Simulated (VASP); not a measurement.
A run of VASP 6.6.1 is set up as follows.

File INCAR:

```
  PREC = Accurate
  ENCUT = 520
  EDIFF = 1E-7
  ISMEAR = -1
  SIGMA = 0.1
  LREAL = F
  LASPH = T
  NELM = 100
  ALGO = Normal
  ISIF = 2
  LWAVE = F
  LCHARG = F
  GGA = PS
  NBANDS = 19
```

The input KPOINTS:

```
regular mesh
0
Gamma
  20 20 9
```

Contents of POSCAR:

```
Cd
1.0
    2.9658894142      0.0000000000      0.0000000000
   -1.4829447071      2.5685355775      0.0000000000
    0.0000000000      0.0000000000      5.8021649622
Cd
2
Direct
    0.3333333333      0.6666666667      0.2500000000
    0.6666666667      0.3333333333      0.7500000000
```

Potentials or basis: VASP PAW PBE potentials, release 64 (Cd).

Launch:

```bash
$ cat potpaw_PBE.64/Cd/POTCAR > POTCAR
$ mpirun -np 1 vasp_std > vasp.out
```

(1) What does it give for the band gap on the k mesh?

(2) What does it give for the pressure?

## Answers

(1) zero (bands 12 and 13 overlap by 4.44 eV).

(2) -1.8 GPa.

Caveat: the PAW data sets were made with another functional, which shifts forces and pressure a little.
